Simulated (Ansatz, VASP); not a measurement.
# Two plane-wave programs on WC

```
CELL_PARAMETERS angstrom
0.00000 2.19268 2.10498
2.19268 0.00000 2.10498
2.19268 2.19268 0.00000
ATOMIC_POSITIONS crystal
W 0.00000 0.00000 0.00000
C 0.50000 0.50000 0.50000
```

Change from the starting cell: strain +0.000 along x and y, -0.040 along z, atoms carried along.

Alike in both runs: task single point; functional PBEsol; k mesh 18 × 18 × 18; occupations gaussian, width 0.15 eV; no spin polarisation.

|  | VASP | Ansatz |
| --- | --- | --- |
| version | VASP 6.6.1 | Ansatz 0.2.0 |
| potentials or method | VASP PAW PBE potentials, release 64 (W_sv, C), cutoff 520 eV | scalar-relativistic, plane waves, PAW |
| valence electrons in the cell | 18 | 18 |

|  | VASP | Ansatz | Ansatz less VASP |
| --- | --- | --- | --- |
| gap on the k mesh at the Fermi level (eV) | none | none | - |
| pressure (GPa) | 8.0 | 6.8 | -1.20 |
| traceless stress, the component that is largest in VASP (GPa) | 19.98 | 19.85 | -0.127 |

VASP's potentials were made for PBE, not for PBEsol. A gap of «none» marks a metal or a gap that the smearing closes.

Spin-orbit coupling is off throughout.
